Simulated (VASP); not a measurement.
Runs of VASP 6.6.1 on NaCdBr3. The structure is that of space group Pm-3m (No. 221), or close to it. The cells are those of the table. 

| level | cell | smearing | gap on the mesh (eV) | pressure (GPa) |
| --- | --- | --- | --- | --- |
| PBE | a = 5.327, b = 5.464, c = 5.464 Å, 5 atoms | fermi-dirac 0.02 eV | 0.81 | (a) |
| PBE | a = 5.464 Å, angles 90.0, 90.0, 89.1°, 5 atoms | fermi-dirac 0.02 eV | 0.82 | 0.9 |
| PBE | a = 5.464 Å, 5 atoms | fermi-dirac 0.02 eV | 0.84 | 0.9 |
| r2SCAN | a = 5.464 Å, 5 atoms | gaussian 0.01 eV | 1.49 | (b) |

Alike in all rows: task single point; potentials or basis VASP PAW PBE potentials, release 64 (Na_pv, Cd, Br); no spin polarisation; k mesh 6 × 6 × 6; cutoff (eV) 520.

**Question.** Fill in the values left out.

**Answer.** (a) 1.8; (b) 0.2.

Caveats: the PAW data sets were made with another functional, which shifts forces and pressure a little (at least some runs).

A k mesh can miss the band edges, and the runs leave out spin-orbit coupling on Br, Cd.
